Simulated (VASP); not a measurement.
# AlNi3 (I4mm) in VASP: further runs

Runs on AlNi3. Level: r2SCAN. Tasks: single point.

All numbers are computed with VASP 6.6.1; they aren't measurements. Logs are shortened: lines on timing, memory, paths and dates and some standing lists are left out, and cuts for length are marked.

## 1. The cell of the first run

The structure is tetragonal, space group I4mm (No. 107). Conventional cell: a = 3.962 Å, b = 3.962 Å, c = 5.604 Å, α = 90.00°, β = 90.00°, γ = 90.00°. Al (site symmetry 4mm) has 14 Ni at 2.42 to 3.18 Å within 3.2 Å. Within 3.0 Å of Ni (site symmetry 2mm) lie 10 Ni at 2.24 to 2.80 Å and 4 Al at 2.42 to 2.44 Å. Ni (site symmetry 4mm) has 8 Ni at 2.24 to 2.65 Å and 5 Al at 2.42 to 2.83 Å within 3.0 Å.

## 2. Single point, r2SCAN (atoms displaced along a vibrational mode)

Input file POSCAR:

```
AlNi3
1.0
    0.0000000000      2.8018887551      2.8018887551
    2.8018887551      0.0000000000      2.8018887551
    2.8018887551      2.8018887551      0.0000000000
Al Ni
1 3
Direct
    0.5212751056      0.4787248944      0.4787248944
    0.2685315847      0.2314684153      0.2314684153
   -0.0468434015      0.0468434015      0.0468434015
    0.7685315847      0.7314684153      0.7314684153
```

Input file INCAR.step1:

```
PREC = Accurate
ENCUT = 520
ISMEAR = 0
SIGMA = 0.15
LREAL = F
LASPH = T
NELM = 80
NBANDS = 24
GGA = PE
ALGO = Normal
EDIFF = 1E-4
LWAVE = T
LCHARG = F
```

Input file INCAR.step2:

```
PREC = Accurate
ENCUT = 520
EDIFF = 1E-6
ISMEAR = 0
SIGMA = 0.15
LREAL = F
LASPH = T
NELM = 80
ALGO = Normal
ISIF = 2
LWAVE = F
LCHARG = F
METAGGA = R2SCAN
LMIXTAU = T
NBANDS = 24
ISTART = 1
```

Input file KPOINTS:

```
regular mesh
0
Gamma
  14 14 14
```

Potentials or basis: VASP PAW PBE potentials, release 64 (Al, Ni).

On the command line:

```bash
> cat potpaw_PBE.64/Al/POTCAR potpaw_PBE.64/Ni/POTCAR > POTCAR
> cp INCAR.step1 INCAR
> mpirun -np 1 vasp_std > vasp.out
> cp INCAR.step2 INCAR
> mpirun -np 1 vasp_std > vasp.out
```

OUTCAR:

```text
PREC = Accurate
   ENCUT = 520
   EDIFF = 1E-6
   ISMEAR = 0
   LREAL = F
   LASPH = T
   NELM = 80
   ISIF = 2
   METAGGA = R2SCAN
   ISTART = 1

 ion  position               nearest neighbor table
   1  0.521  0.479  0.479-   2 2.42   2 2.42   4 2.42   4 2.42   3 2.42   4 2.44   2 2.44   2 2.44
                             4 2.44   3 2.83   3 2.83   3 2.83   3 2.83   3 3.18
   2  0.269  0.231  0.231-   3 2.24   3 2.24   1 2.42   1 2.42   1 2.44   1 2.44   3 2.65   3 2.65
                             4 2.80   4 2.80   4 2.80   4 2.80   4 2.80   4 2.80
   3  0.953  0.047  0.047-   4 2.24   4 2.24   2 2.24   2 2.24   1 2.42   4 2.65   2 2.65   2 2.65
                             4 2.65   1 2.83   1 2.83   1 2.83   1 2.83   1 3.18
   4  0.769  0.731  0.731-   3 2.24   3 2.24   1 2.42   1 2.42   1 2.44   1 2.44   3 2.65   3 2.65
                             2 2.80   2 2.80   2 2.80   2 2.80   2 2.80   2 2.80

  LATTYP: Found a face centered cubic cell.
 ALAT       =     5.6037775102

  Lattice vectors:

 A1 = (   0.0000000000,   2.8018887551,   2.8018887551)
 A2 = (   2.8018887551,   0.0000000000,   2.8018887551)
 A3 = (   2.8018887551,   2.8018887551,   0.0000000000)

Analysis of symmetry for initial positions (statically):
=====================================================================
 Subroutine PRICEL returns:
 Original cell was already a primitive cell.

 Routine SETGRP: Setting up the symmetry group for a
 face centered cubic supercell.

 Subroutine GETGRP returns: Found  8 space group operations
 (whereof  8 operations were pure point group operations)
 out of a pool of 48 trial point group operations.

The static configuration has the point symmetry C_4v.

Analysis of symmetry for dynamics (positions and initial velocities):
=====================================================================
 Subroutine PRICEL returns:
 Original cell was already a primitive cell.

 Routine SETGRP: Setting up the symmetry group for a
 face centered cubic supercell.

 Subroutine GETGRP returns: Found  8 space group operations
 (whereof  8 operations were pure point group operations)
 out of a pool of 48 trial point group operations.

The dynamic configuration has the point symmetry C_4v.

 Subroutine INISYM returns: Found  8 space group operations
 (whereof  8 operations are pure point group operations),
 and found     1 'primitive' translations

----------------------------------------------------------------------------------------

                                     Primitive cell

  volume of cell :      43.9929

  direct lattice vectors                    reciprocal lattice vectors
     0.000000000  2.801888755  2.801888755    -0.178451053  0.178451053  0.178451053
     2.801888755  0.000000000  2.801888755     0.178451053 -0.178451053  0.178451053
     2.801888755  2.801888755  0.000000000     0.178451053  0.178451053 -0.178451053

  length of vectors
     3.962469078  3.962469078  3.962469078     0.309086291  0.309086291  0.309086291

  position of ions in fractional coordinates (direct lattice)
     0.521275106  0.478724894  0.478724894
     0.268531585  0.231468415  0.231468415
     0.953156599  0.046843401  0.046843401
     0.768531585  0.731468415  0.731468415

  ion indices of the primitive-cell ions
   primitive index   ion index
                 1           1
                 2           2
                 3           3
                 4           4

----------------------------------------------------------------------------------------

 KPOINTS: regular mesh

Automatic generation of k-mesh.
 Grid dimensions read from file:
 generate k-points for:   14   14   14

 Generating k-lattice:

  Cartesian coordinates                     Fractional coordinates (reciprocal lattice)
    -0.012746504  0.012746504  0.012746504     0.071428571  0.000000000  0.000000000
     0.012746504 -0.012746504  0.012746504     0.000000000  0.071428571  0.000000000
     0.012746504  0.012746504 -0.012746504     0.000000000  0.000000000  0.071428571

  Length of vectors
     0.022077592  0.022077592  0.022077592

  Shift w.r.t. Gamma in fractional coordinates (k-lattice)
     0.000000000  0.000000000  0.000000000

 Subroutine IBZKPT returns following result:
 ===========================================

 Found    244 irreducible k-points:

 Following reciprocal coordinates:
            Coordinates               Weight
  0.000000  0.000000  0.000000      1.000000
  0.071429  0.000000  0.000000      8.000000
  0.142857  0.000000  0.000000      8.000000
  0.214286  0.000000  0.000000      8.000000
  0.285714  0.000000  0.000000      8.000000
  0.357143  0.000000  0.000000      8.000000
[... 16 lines left out ...]
 -0.428571  0.071429  0.000000     16.000000
  0.000000 -0.428571  0.071429      8.000000
 [... further k-points ...]
   k-points           NKPTS =    244   k-points in BZ     NKDIM =    244   number of bands    NBANDS=     24
   number of dos      NEDOS =    301   number of ions     NIONS =      4
   total plane-waves  NPLWV =  27000
   dimension x,y,z NGX =    30 NGY =   30 NGZ =   30
   dimension x,y,z NGXF=    60 NGYF=   60 NGZF=   60
   ions per type =               1   3
   NGX,Y,Z   is equivalent  to a cutoff of  12.59, 12.59, 12.59 a.u.
   NGXF,Y,Z  is equivalent  to a cutoff of  25.17, 25.17, 25.17 a.u.
 SYSTEM =  unknown system
   PREC   = accura    normal or accurate (medium, high low for compatibility)
   ISTART =      1    job   : 0-new  1-cont  2-samecut
   ICHARG =      0    charge: 1-file 2-atom 10-const
   ISPIN  =      1    spin polarized calculation?
   LNONCOLLINEAR =      F non collinear calculations
   LSORBIT =      F    spin-orbit coupling
   LASPH  =      T    aspherical Exc in radial PAW
   ENCUT  =  520.0 eV  38.22 Ry    6.18 a.u.   7.37  7.37  7.37*2*pi/ulx,y,z
   NELM   =     80;   NELMIN=  2; NELMDL=  0     # of ELM steps
   EDIFF  = 0.1E-05   stopping-criterion for ELM
   LREAL  =      F    real-space projection
   EDIFFG = 0.1E-04   stopping-criterion for IOM
   NSW    =      0    number of steps for IOM
   IBRION =     -1    ionic relax: 0-MD 1-quasi-New 2-CG
   NFREE  =      0    steps in history (QN), initial steepest desc. (CG)
   ISIF   =      2    stress and relaxation
   ISYM   =      2    0-nonsym 1-usesym 2-fastsym
   POTIM  = 0.5000    time-step for ionic-motion
   TEBEG  =    0.0;   TEEND  =   0.0 temperature during run
   PSTRESS=    0.0 pullay stress
   NELECT =      33.0000    total number of electrons
   NUPDOWN=      -1.0000    fix difference up-down
   EMIN   =  10.00;   EMAX   =-10.00  energy-range for DOS
   EFERMI =   0.00;   METHOD = LEGACY
   ISMEAR =     0;   SIGMA  =   0.15  broadening in eV -4-tet -1-fermi 0-gaus
   EFERMI_NEDOS =   21; number of points for ismear=-14 and -15
   IALGO  =     38    algorithm
   IMIX   =      4    mixing-type and parameters
     AMIX     =   0.40;   BMIX     =  1.00
     AMIX_MAG =   1.60;   BMIX_MAG =  1.00
  volume/ion in A,a.u.               =      11.00        74.22
  Fermi-wavevector in a.u.,A,eV,Ry     =   1.487483  2.810935 30.104316  2.212605
  Thomas-Fermi vector in A             =   2.600638
   LORBIT       =      0    0 simple, 1 ext, 2 COOP (PROOUT), +10 PAW based schemes
   METAGGA = R2SCAN    functional components
   LHFCALC =     F    Hartree Fock is set to
   AEXX    =    0.0000 exact exchange contribution
   IVDW    =     0    specifies the selected vdW correction
   LEPSILON=     F    determine dielectric tensor
   LRPA    =     F    only Hartree local field effects (RPA)
 non-spin polarized calculation
 Gauss-broadening in eV      SIGMA  =   0.15
  energy-cutoff  :      520.00
  volume of cell :       43.99
 maximum number of plane-waves:      1243
 NGX is ok and might be reduce to    30
   NGX = 15   NGY = 15   NGZ = 15

 number of electron      33.0000014 magnetization

 Free energy of the ion-electron system (eV)
  ---------------------------------------------------
  ext. energy  EPLUGINS =         0.00000000
  ---------------------------------------------------
  free energy    TOTEN  =       -43.39280723 eV

  energy without entropy =      -43.35958499  energy(sigma->0) =      -43.37619611

 E-fermi :   9.8230     XC(G=0): -13.8417

 val. band max:        9.8221475313   @ k =   0.0000  -0.3571   0.1429
 cond. band min:       9.8296431387   @ k =   0.1429  -0.4286   0.4286
 fundamental gap:      0.0074956074
 Fermi energy:         9.8230482611

 k-point     1 :       0.0000    0.0000    0.0000
  band No.  band energies     occupation
      1      -0.8895      2.00000
      2       5.8179      2.00000
      3       5.8192      2.00000
      4       6.0981      2.00000
      5       6.0982      2.00000
      6       6.4460      2.00000
[... 16 lines left out ...]
     23      17.4687      0.00000
     24      19.2321      0.00000

 k-point     2 :       0.0714    0.0000    0.0000
  band No.  band energies     occupation
      1      -0.8102      2.00000
      2       5.7962      2.00000
      3       5.8054      2.00000
      4       6.0715      2.00000
      5       6.1668      2.00000
      6       6.4728      2.00000
[... 16 lines left out ...]
     23      17.7595      0.00000
     24      18.9760      0.00000

 k-point     3 :       0.1429    0.0000    0.0000
  band No.  band energies     occupation
      1      -0.5741      2.00000
      2       5.7474      2.00000
      3       5.7724      2.00000
      4       6.0103      2.00000
      5       6.3268      2.00000
      6       6.5366      2.00000
[... 16 lines left out ...]
     23      18.0063      0.00000
     24      18.7170      0.00000
[... 514 lines left out ...]
 k-point    23 :      -0.4286    0.0714    0.0000
  band No.  band energies     occupation
      1       2.0295      2.00000
      2       3.4702      2.00000
      3       5.8834      2.00000
      4       6.0284      2.00000
      5       6.5400      2.00000
      6       6.8252      2.00000
[... 16 lines left out ...]
     23      18.6367      0.00000
     24      21.6691      0.00000

 k-point    24 :       0.0000   -0.4286    0.0714
  band No.  band energies     occupation
      1       2.0318      2.00000
      2       3.4659      2.00000
      3       5.9388      2.00000
      4       5.9921      2.00000
      5       6.5052      2.00000
      6       6.8294      2.00000
[... 16 lines left out ...]
     23      18.6081      0.00000
     24      21.6882      0.00000

 [... further k-points ...]
[... 5 lines left out ...]
  --------------------------------------------------------------------------------------
  -------------------------------------------------------------------------------------
  Total        1.7227071      2.6638518      2.6638518     -0.0000000      0.0000000      0.0000000
  in kB       62.7392568     97.0147981     97.0147981     -0.0000000      0.0000000      0.0000000
  external PRESSURE =      85.5896176 kB  Pullay stress =       0.0000000 kB

 VOLUME and BASIS-vectors are now :
 -----------------------------------------------------------------------------
  energy-cutoff  :      520.00
  volume of cell :       43.99
      direct lattice vectors                 reciprocal lattice vectors
     0.000000000  2.801888755  2.801888755    -0.178451053  0.178451053  0.178451053
     2.801888755  0.000000000  2.801888755     0.178451053 -0.178451053  0.178451053
     2.801888755  2.801888755  0.000000000     0.178451053  0.178451053 -0.178451053

 POSITION                                       TOTAL-FORCE (eV/Angst)
 -----------------------------------------------------------------------------------
      2.68267      2.80189      2.80189         0.983898      0.000000      0.000000
      1.29710      1.40094      1.40094         1.356111     -0.000000     -0.000000
      0.26250      2.80189      2.80189        -3.696121      0.000000      0.000000
      4.09899      4.20283      4.20283         1.356111      0.000000      0.000000
 -----------------------------------------------------------------------------------
    total drift:                                0.003269     -0.000034     -0.000033

  FREE ENERGIE OF THE ION-ELECTRON SYSTEM (eV)
  ---------------------------------------------------
  free  energy   TOTEN  =       -43.3928072274 eV

  energy  without entropy=      -43.3595849922  energy(sigma->0) =      -43.37619611
```

It took 32 min on 1 thread of Intel Xeon 8259CL, shared host; peak memory 0.35 GiB.

Results:

* Free energy: -43.3928 eV
* Pressure: 8.6 GPa
* Largest force: 3.696 eV/Å
* Band gap on the k mesh: zero (an odd number of electrons rules out a gap without spin polarisation)

Forces on the atoms (eV/Å):
```
Al   0.984  0.000  0.000
Ni   1.356  0.000  0.000
Ni  -3.696  0.000  0.000
Ni   1.356  0.000  0.000
```

Caveat: the cell differs from its parent crystal (atoms displaced along a vibrational mode); the cell stands under pressure; the PAW data sets were made with another functional, which shifts forces and pressure a little.

(Continued in part 2 of 2.)
